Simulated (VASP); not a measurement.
Here is a VASP 6.6.1 calculation.

INCAR

```
SYSTEM = Sr32Li
ALGO = Normal
EDIFF = 1E-6
ENCUT = 520
GGA = PE
ISIF = 2
ISMEAR = -1
LASPH = .TRUE.
LCHARG = .FALSE.
LREAL = Auto
LWAVE = .FALSE.
NBANDS = 184
NELM = 60
PREC = Accurate
SIGMA = 0.15
```

Contents of KPOINTS:

```
k-points
0
G
  1 1 1
  0 0 0
```

POSCAR

```
Sr32Li
1.0
   12.1600000000      0.0000000000      0.0000000000
    0.0000000000     12.1600000000      0.0000000000
    0.0000000000      0.0000000000     12.1600000000
Sr Li
32 1
Direct
    0.5000088269     -0.0000595826     -0.0032853264
    0.7486457178      0.2513981974      0.0013136139
    0.7532864441     -0.0000595922      0.2499852330
   -0.0000815699      0.0000256295     -0.0012890680
    0.2512856688      0.2512010392      0.0011188062
    0.4998752242      0.5000393339     -0.0163727189
    0.7487087259      0.7486240991      0.0012509563
    0.2467173632     -0.0000595696      0.2499854622
    0.4998842444      0.2343617026      0.2501897273
    0.7660150365      0.5000380307      0.2501972882
    0.5000087876     -0.0000595799      0.5032790682
    0.7489618128      0.2510801953      0.4987956896
    0.7513202547      0.0000255748      0.7501328830
    0.0001889979      0.4999973766     -0.0032885736
    0.2512244532      0.7488194391      0.0010594687
    0.0001891420      0.2467105112      0.2499853729
    0.2350675486      0.5000335991      0.2501751349
    0.4998886147      0.7652963845      0.2501827013
   -0.0000785832      0.0000246525      0.5014442509
    0.2509789438      0.2508987255      0.4989809290
    0.4998973880      0.5000323160      0.5145989787
    0.7490196239      0.7489391744      0.4988553268
    0.2485849441      0.0000249464      0.7501298159
    0.5000088644      0.2467045333      0.7496899929
    0.7532955081      0.4999972007      0.7496901196
    0.0001890296      0.7532883297      0.2499853723
    0.0001890114      0.4999973431      0.5032822647
    0.2509228993      0.7491187409      0.4990373264
   -0.0000804130      0.2486467601      0.7501317000
    0.2467082388      0.4999973077      0.7496899785
    0.5000089201      0.7532943122      0.7496900017
   -0.0000798824      0.7513831206      0.7501307962
    0.5011775137      0.4996281484      0.2480707277
```

Potentials or basis: VASP PAW PBE potentials, release 64 (Sr_sv, Li_sv).

Run with:

```console
$ cat potpaw_PBE.64/Sr_sv/POTCAR potpaw_PBE.64/Li_sv/POTCAR > POTCAR
$ mpirun -np 1 vasp_gam > vasp.out
```

Problem. Predict the largest force.

Solution. 0.043 eV/Å.

Problem. Estimate the band gap on the k mesh.

Solution. Zero (an odd number of electrons rules out a gap without spin polarisation).

Forces in eV/Å, atoms in the order of the input:
```
Sr   0.000  0.000 -0.008
Sr  -0.002  0.002  0.002
Sr   0.010  0.000  0.000
Sr   0.000  0.000 -0.005
Sr   0.002  0.002  0.002
Sr   0.000  0.000 -0.043
Sr  -0.002 -0.002  0.003
Sr  -0.010  0.000  0.000
Sr   0.000 -0.043  0.000
Sr   0.042  0.000  0.000
Sr   0.000  0.000  0.009
Sr  -0.003  0.002 -0.002
Sr   0.006  0.000 -0.001
Sr   0.000  0.000 -0.011
Sr   0.002 -0.002  0.003
Sr   0.000 -0.012  0.000
Sr  -0.038  0.000  0.000
Sr   0.000  0.041  0.000
Sr  -0.001  0.000  0.004
Sr   0.003  0.002 -0.002
Sr   0.000  0.000  0.038
Sr  -0.002 -0.002 -0.003
Sr  -0.005  0.000  0.000
Sr   0.000 -0.010  0.000
Sr   0.011  0.000  0.000
Sr   0.000  0.012  0.000
Sr   0.000  0.000  0.011
Sr   0.002 -0.002 -0.003
Sr   0.000 -0.005  0.000
Sr  -0.011  0.000  0.000
Sr   0.000  0.009  0.000
Sr   0.000  0.005  0.000
Li  -0.004  0.001  0.008
```

Caveat: the k points lie up to 0.52 Å⁻¹ apart, too coarse for converged energies and pressures of a metal.
